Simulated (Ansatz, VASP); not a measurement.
## Two plane-wave programs on SnTe

```
Te Sn
1.0
     0.00000    3.68197    3.68197
     3.68197    0.00000    3.68197
     3.68197    3.68197    0.00000
Te Sn
1 1
Direct
  0.25000 0.25000 0.25000
  0.00000 0.00000 0.00000
```

Alike in both runs: task single point; functional HSE06; k mesh 4 × 4 × 4; occupations fermi-dirac, width 0.05 eV; no spin polarisation.

|  | VASP | Ansatz |
| --- | --- | --- |
| version | VASP 6.6.1 | Ansatz 0.2.0 |
| potentials or method | VASP PAW PBE potentials, release 64 (Te, Sn_d) | Ansatz PAW |
| plane-wave cutoff (eV) | 520 | 420 |
| valence electrons in the cell | 20 | 30 |

VASP gave:

- gap on the k mesh at the Fermi level (eV): 0.55
- least direct gap on the mesh (eV): 1.22
- pressure (GPa): -2.0

Task: Which values does Ansatz return?

Result: gap on the k mesh at the Fermi level (eV): 0.56; least direct gap on the mesh (eV): 1.23; pressure (GPa): -1.8.

With one functional, cell and mesh, what is left measures potentials, basis and numerics. VASP's potentials hold 20 valence electrons a cell and Ansatz's 30, so a difference there can come from the potentials and not from the codes.

Spin-orbit coupling is off throughout.
